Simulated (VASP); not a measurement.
# ZnS (CsCl type) (Pm-3m) in VASP: notebook

The runs below take ZnS (CsCl type) through density of states, with PBE.

Everything below comes from runs of VASP 6.6.1. Logs are shortened: lines on timing, memory, paths and dates and some standing lists are left out, and cuts for length are marked.

### 1 The cell of the first run

It takes space group Pm-3m (No. 221, cubic). Conventional cell: a = 2.620 Å, b = 2.620 Å, c = 2.620 Å, α = 90.00°, β = 90.00°, γ = 90.00°. Within 3.0 Å of Zn (site symmetry m-3m) lie 8 S at 2.27 Å and 6 Zn at 2.62 Å. Within 3.0 Å of S (site symmetry m-3m) lie 8 Zn at 2.27 Å and 6 S at 2.62 Å.

### 2 Density of states, PBE (volume scaled by 0.55)

Input file POSCAR:

```
ZnS
1.0
    2.6197480954      0.0000000000      0.0000000000
    0.0000000000      2.6197480954      0.0000000000
    0.0000000000      0.0000000000      2.6197480954
Zn S
1 1
Direct
    0.0000000000      0.0000000000      0.0000000000
    0.5000000000      0.5000000000      0.5000000000
```

Input file INCAR.step1:

```
  PREC = Accurate
  ENCUT = 520
  EDIFF = 1E-6
  ISMEAR = -1
  SIGMA = 0.1
  LREAL = F
  LASPH = T
  NELM = 60
  ALGO = Normal
  ISIF = 2
  LWAVE = F
  LCHARG = T
  GGA = PE
  NBANDS = 16
```

Input file KPOINTS.step1:

```
regular mesh
0
Gamma
  15 15 15
```

Input file INCAR.step2:

```
  PREC = Accurate
  ENCUT = 520
  EDIFF = 1E-6
  ISMEAR = -5
  SIGMA = 0.1
  LREAL = F
  LASPH = T
  NELM = 60
  ALGO = Normal
  ISIF = 2
  LWAVE = F
  LCHARG = F
  GGA = PE
  LORBIT = 11
  NEDOS = 1001
  ICHARG = 11
```

Input file KPOINTS.step2:

```
regular mesh
0
Gamma
  23 23 23
```

Potentials or basis: VASP PAW PBE potentials, release 64 (Zn, S).

On the command line:

```bash
> cat potpaw_PBE.64/Zn/POTCAR potpaw_PBE.64/S/POTCAR > POTCAR
> cp INCAR.step1 INCAR
> cp KPOINTS.step1 KPOINTS
> mpirun -np 1 vasp_std > vasp.out
> cp INCAR.step2 INCAR
> cp KPOINTS.step2 KPOINTS
> mpirun -np 1 vasp_std > vasp.out
```

OUTCAR:

```text
PREC = Accurate
   ENCUT = 520
   EDIFF = 1E-6
   ISMEAR = -5
   LREAL = F
   LASPH = T
   NELM = 60
   ISIF = 2
   GGA = PE
   LORBIT = 11
   ICHARG = 11

 ion  position               nearest neighbor table
   1  0.000  0.000  0.000-   2 2.27   2 2.27   2 2.27   2 2.27   2 2.27   2 2.27   2 2.27   2 2.27

   2  0.500  0.500  0.500-   1 2.27   1 2.27   1 2.27   1 2.27   1 2.27   1 2.27   1 2.27   1 2.27

  LATTYP: Found a simple cubic cell.
 ALAT       =     2.6197480954

  Lattice vectors:

 A1 = (   2.6197480954,   0.0000000000,   0.0000000000)
 A2 = (   0.0000000000,   2.6197480954,   0.0000000000)
 A3 = (   0.0000000000,   0.0000000000,   2.6197480954)

Analysis of symmetry for initial positions (statically):
=====================================================================
 Subroutine PRICEL returns:
 Original cell was already a primitive cell.

 Routine SETGRP: Setting up the symmetry group for a
 simple cubic supercell.

 Subroutine GETGRP returns: Found 48 space group operations
 (whereof 48 operations were pure point group operations)
 out of a pool of 48 trial point group operations.

The static configuration has the point symmetry O_h .

Analysis of symmetry for dynamics (positions and initial velocities):
=====================================================================
 Subroutine PRICEL returns:
 Original cell was already a primitive cell.

 Routine SETGRP: Setting up the symmetry group for a
 simple cubic supercell.

 Subroutine GETGRP returns: Found 48 space group operations
 (whereof 48 operations were pure point group operations)
 out of a pool of 48 trial point group operations.

The dynamic configuration has the point symmetry O_h .

 Subroutine INISYM returns: Found 48 space group operations
 (whereof 48 operations are pure point group operations),
 and found     1 'primitive' translations

----------------------------------------------------------------------------------------

                                     Primitive cell

  volume of cell :      17.9795

  direct lattice vectors                    reciprocal lattice vectors
     2.619748095  0.000000000  0.000000000     0.381716090  0.000000000  0.000000000
     0.000000000  2.619748095  0.000000000     0.000000000  0.381716090  0.000000000
     0.000000000  0.000000000  2.619748095     0.000000000  0.000000000  0.381716090

  length of vectors
[... 94 lines left out ...]
   PSTRESS=    0.0 pullay stress
   NELECT =      18.0000    total number of electrons
   NUPDOWN=      -1.0000    fix difference up-down
   EMIN   =  10.00;   EMAX   =-10.00  energy-range for DOS
   EFERMI =   0.00;   METHOD = LEGACY
   ISMEAR =    -5;   SIGMA  =   0.10  broadening in eV -4-tet -1-fermi 0-gaus
   EFERMI_NEDOS =   21; number of points for ismear=-14 and -15
   IALGO  =     38    algorithm
   IMIX   =      4    mixing-type and parameters
     AMIX     =   0.40;   BMIX     =  1.00
     AMIX_MAG =   1.60;   BMIX_MAG =  1.00
  volume/ion in A,a.u.               =       8.99        60.67
  Fermi-wavevector in a.u.,A,eV,Ry     =   1.637719  3.094841 36.492519  2.682124
  Thomas-Fermi vector in A             =   2.728812
   LORBIT       =     11    0 simple, 1 ext, 2 COOP (PROOUT), +10 PAW based schemes
   GGA     = PE    functional components
   LHFCALC =     F    Hartree Fock is set to
   AEXX    =    0.0000 exact exchange contribution
   IVDW    =     0    specifies the selected vdW correction
   LEPSILON=     F    determine dielectric tensor
   LRPA    =     F    only Hartree local field effects (RPA)
 non-spin polarized calculation
 Fermi weights with tetrahedron method with Bloechl corrections
  energy-cutoff  :      520.00
  volume of cell :       17.98
 maximum number of plane-waves:       496
 NGX is ok and might be reduce to    20

 number of electron      17.9999995 magnetization

 Free energy of the ion-electron system (eV)
  ---------------------------------------------------
  ext. energy  EPLUGINS =         0.00000000
  ---------------------------------------------------
  free energy    TOTEN  =        -0.38028919 eV

  energy without entropy =       -0.38028919  energy(sigma->0) =       -0.38028919

 E-fermi :  12.8661     XC(G=0): -14.2634

 val. band max:       12.9648089932   @ k =   0.3913   0.0435   0.0435
 cond. band min:      12.7136799570   @ k =   0.4348   0.4348   0.4348
 fundamental gap:     -0.2511290362
 Fermi energy:        12.8661359471

 k-point     1 :       0.0000    0.0000    0.0000
  band No.  band energies     occupation
      1      -8.2334      2.00000
      2       2.9249      2.00000
      3       2.9249      2.00000
      4       4.4260      2.00000
      5       4.4260      2.00000
      6       4.4260      2.00000
      7      10.3083      2.00000
      8      10.3083      2.00000
      9      10.3083      2.00000
     10      17.4451      0.00000
     11      17.5073      0.00000
     12      17.5073      0.00000
     13      30.9040      0.00000
[... 354 lines left out ...]
  band No.  band energies     occupation
      1      -7.9356      2.00000
      2       2.9112      2.00000
      3       2.9481      2.00000
      4       4.2557      2.00000
      5       4.3186      2.00000
      6       4.3914      2.00000
      7       9.4441      2.00000
      8       9.4503      2.00000
      9      10.7111      2.00000
     10      17.6214      0.00000
     11      18.8832      0.00000
     12      18.9617      0.00000
     13      27.3796      0.00000

 [... further k-points ...]
[... 5 lines left out ...]
  --------------------------------------------------------------------------------------
  -------------------------------------------------------------------------------------
  Total       19.0690250     19.0690250     19.0690250      0.0000000      0.0000000      0.0000000
  in kB     1699.2624920   1699.2624920   1699.2624920      0.0000000      0.0000000      0.0000000
  external PRESSURE =    1699.2624920 kB  Pullay stress =       0.0000000 kB

 VOLUME and BASIS-vectors are now :
 -----------------------------------------------------------------------------
  energy-cutoff  :      520.00
  volume of cell :       17.98
      direct lattice vectors                 reciprocal lattice vectors
     2.619748095  0.000000000  0.000000000     0.381716090  0.000000000  0.000000000
     0.000000000  2.619748095  0.000000000     0.000000000  0.381716090  0.000000000
     0.000000000  0.000000000  2.619748095     0.000000000  0.000000000  0.381716090

 POSITION                                       TOTAL-FORCE (eV/Angst)
 -----------------------------------------------------------------------------------
      0.00000      0.00000      0.00000         0.000000      0.000000      0.000000
      1.30987      1.30987      1.30987         0.000000      0.000000      0.000000
 -----------------------------------------------------------------------------------
    total drift:                                0.000000      0.000000     -0.000000

  FREE ENERGIE OF THE ION-ELECTRON SYSTEM (eV)
  ---------------------------------------------------
  free  energy   TOTEN  =        -0.3802891934 eV

  energy  without entropy=       -0.3802891934  energy(sigma->0) =       -0.38028919

 total charge

# of ion       s       p       d       tot
------------------------------------------
    1        0.680   0.839   9.986  11.505
    2        1.422   2.477   0.000   3.900
--------------------------------------------------
tot          2.102   3.316   9.986  15.404
```

OUTCAR.step1:

```text
PREC = Accurate
   ENCUT = 520
   EDIFF = 1E-6
   ISMEAR = -1
   LREAL = F
[... 679 lines left out ...]
      0.00000      0.00000      0.00000         0.000000      0.000000      0.000000
      1.30987      1.30987      1.30987         0.000000      0.000000      0.000000
 -----------------------------------------------------------------------------------
    total drift:                               -0.000000      0.000000      0.000000

  FREE ENERGIE OF THE ION-ELECTRON SYSTEM (eV)
  ---------------------------------------------------
  free  energy   TOTEN  =        -0.3903127269 eV

  energy  without entropy=       -0.3657043279  energy(sigma->0) =       -0.37800853
```

OSZICAR.step1:

```text
N       E                     dE             d eps       ncg     rms          rms(c)
DAV:   1     0.863150879980E+02    0.86315E+02   -0.91245E+03  4096   0.173E+03
DAV:   2     0.263138796704E+01   -0.83684E+02   -0.78136E+02  4464   0.285E+02
DAV:   3    -0.908718972556E+00   -0.35401E+01   -0.35122E+01  4616   0.546E+01
DAV:   4    -0.929523636438E+00   -0.20805E-01   -0.20800E-01  4696   0.412E+00
DAV:   5    -0.929629754295E+00   -0.10612E-03   -0.10612E-03  4664   0.310E-01    0.270E+01
DAV:   6    -0.454115487035E+00    0.47551E+00   -0.98485E-01  5328   0.405E+01    0.174E+01
DAV:   7    -0.405254095571E+00    0.48861E-01   -0.34600E-01  4632   0.141E+01    0.539E+00
DAV:   8    -0.391311516745E+00    0.13943E-01   -0.29744E-02  5080   0.671E+00    0.473E-01
DAV:   9    -0.390347910319E+00    0.96361E-03   -0.58510E-03  4520   0.754E-01    0.169E-01
DAV:  10    -0.390308936398E+00    0.38974E-04   -0.23765E-04  5144   0.244E-01    0.841E-02
DAV:  11    -0.390312610662E+00   -0.36743E-05   -0.12839E-05  4552   0.335E-02    0.189E-02
DAV:  12    -0.390312726854E+00   -0.11619E-06   -0.17737E-06  4088   0.284E-02
   1 F= -.39031273E+00 E0= -.37800853E+00  d E =-.246084E-01
```

Wall time 27 s (1 thread of Intel Xeon 6975P-C (Granite Rapids), shared host); peak memory 0.2 GiB.

What came out:

- Valence electrons inside the program's atomic spheres: Zn 11.51; S 3.90

Levels at points of the mesh, in eV from the Fermi level:
| k point | band 5 | band 6 | band 7 | band 8 | band 9 | band 10 | band 11 | band 12 | band 13 |
| --- | --- | --- | --- | --- | --- | --- | --- | --- | --- |
| (0.00, 0.00, 0.00) | -8.44 | -8.44 | -2.56 | -2.56 | -2.56 | 4.58 | 4.64 | 4.64 | 18.04 |

Caveat: the cell differs from its parent crystal (volume scaled by 0.55); tetrahedron occupations give inexact forces and stress in metals.

### 3 Density of states, PBE

This run uses another cell than the first one, of 16.35 Å³/atom, 1.818 times its volume.

Input file POSCAR:

```
ZnS
1.0
    3.1974613493      0.0000000000      0.0000000000
    0.0000000000      3.1974613493      0.0000000000
    0.0000000000      0.0000000000      3.1974613493
Zn S
1 1
Direct
    0.0000000000      0.0000000000      0.0000000000
    0.5000000000      0.5000000000      0.5000000000
```

Input file INCAR.step1:

```
ALGO = Normal ; EDIFF = 1E-7
ENCUT = 520 ; GGA = PE
ISIF = 2 ; ISMEAR = -1
LASPH = T ; LCHARG = T
LREAL = F ; LWAVE = F
NBANDS = 16 ; NELM = 100
PREC = Accurate ; SIGMA = 0.1
```

Input file KPOINTS.step1:

```
k-points
0
Gamma
  15 15 15
```

Input file INCAR.step2:

```
ALGO = Normal ; EDIFF = 1E-7
ENCUT = 520 ; GGA = PE
ICHARG = 11 ; ISIF = 2
ISMEAR = -5 ; LASPH = T
LCHARG = F ; LORBIT = 11
LREAL = F ; LWAVE = F
NEDOS = 2001 ; NELM = 100
PREC = Accurate ; SIGMA = 0.1
```

Input file KPOINTS.step2:

```
k-points
0
Gamma
  23 23 23
```

Potentials or basis: VASP PAW PBE potentials, release 64 (Zn, S).

On the command line:

```bash
> cat potpaw_PBE.64/Zn/POTCAR potpaw_PBE.64/S/POTCAR > POTCAR
> cp INCAR.step1 INCAR
> cp KPOINTS.step1 KPOINTS
> mpirun -np 1 vasp_std > vasp.out
> cp INCAR.step2 INCAR
> cp KPOINTS.step2 KPOINTS
> mpirun -np 1 vasp_std > vasp.out
```

Wall time 2.1 min (1 thread of Intel Xeon 8259CL, shared host); peak memory 0.28 GiB.

It converged, with:

```
Valence electrons inside the program's atomic spheres : Zn 10.54; S 3.65
```

Levels at points of the mesh, in eV from the Fermi level:
| k point | band 7 | band 8 | band 9 | band 10 | band 11 | band 12 |
| --- | --- | --- | --- | --- | --- | --- |
| (0.00, 0.00, 0.00) | -1.24 | -1.24 | -1.24 | -0.57 | 6.19 | 6.19 |

Caveat: tetrahedron occupations give inexact forces and stress in metals.
